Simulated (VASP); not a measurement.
Wanted: the native input for a VASP 6.6.1 run.

```
Task                   : single point
Functional             : r2SCAN
Potentials or basis    : VASP PAW PBE potentials, release 64 (C)
Cutoff                 : 520 eV
k mesh                 : 12 × 12 × 4
Occupations            : gaussian, width 0.05 eV
Spin                   : no spin polarisation
Dipole correction      : no
Further INCAR settings : ALGO = Normal; EDIFF = 1e-06; NBANDS = 16
```

Crystal: C.

```
CELL_PARAMETERS angstrom
1.22792 2.12676 0.00000
1.22792 -2.12676 0.00000
0.00000 0.00000 -7.12353
ATOMIC_POSITIONS crystal
C 0.16670 0.83330 0.02457
C 0.66670 0.33330 0.47543
C 0.83330 0.16670 0.02457
C 0.33330 0.66670 0.47543
```

This cell differs from its parent crystal: atoms displaced along a vibrational mode.

These files were run (other wordings do the same):

POSCAR

```
C
1.0
    1.2279212041      2.1267565396      0.0000000000
    1.2279212041     -2.1267565396      0.0000000000
    0.0000000000      0.0000000000     -7.1235273225
C
4
Direct
    0.1667039277      0.8332960723      0.0245664812
    0.6667039277      0.3332960723      0.4754335188
    0.8332960723      0.1667039277      0.0245664812
    0.3332960723      0.6667039277      0.4754335188
```

INCAR.step1

```
SYSTEM = C
  ALGO = Normal
  EDIFF = 1E-4
  ENCUT = 520
  GGA = PE
  ISMEAR = 0
  LASPH = .True.
  LCHARG = .False.
  LREAL = .False.
  LWAVE = .True.
  NBANDS = 16
  NELM = 80
  PREC = Accurate
  SIGMA = 0.05
```

INCAR.step2

```
SYSTEM = C
  ALGO = Normal
  EDIFF = 1E-6
  ENCUT = 520
  ISIF = 2
  ISMEAR = 0
  ISTART = 1
  LASPH = .True.
  LCHARG = .True.
  LELF = .True.
  LMIXTAU = .True.
  LREAL = .False.
  LVHAR = .True.
  LWAVE = .False.
  METAGGA = R2SCAN
  NBANDS = 16
  NELM = 80
  PREC = Accurate
  SIGMA = 0.05
```

KPOINTS

```
k-points
0
Gamma
  12 12 4
  0 0 0
```

Potentials or basis: VASP PAW PBE potentials, release 64 (C).

Launch:

```bash
$ cat potpaw_PBE.64/C/POTCAR > POTCAR
$ cp INCAR.step1 INCAR
$ mpirun -np 1 vasp_std > vasp.out
$ cp INCAR.step2 INCAR
$ mpirun -np 1 vasp_std > vasp.out
```

Results of the run:

| Property | Result |
| --- | --- |
| Pressure | 1.0 GPa |
| Largest force | 0.079 eV/Å |

Caveat: the cell differs from its parent crystal (atoms displaced along a vibrational mode); the PAW data sets were made with another functional, which shifts forces and pressure a little.

Run time: 4.7 min on 1 thread of Intel Xeon 8259CL (shared host), peak memory 0.18 GiB.
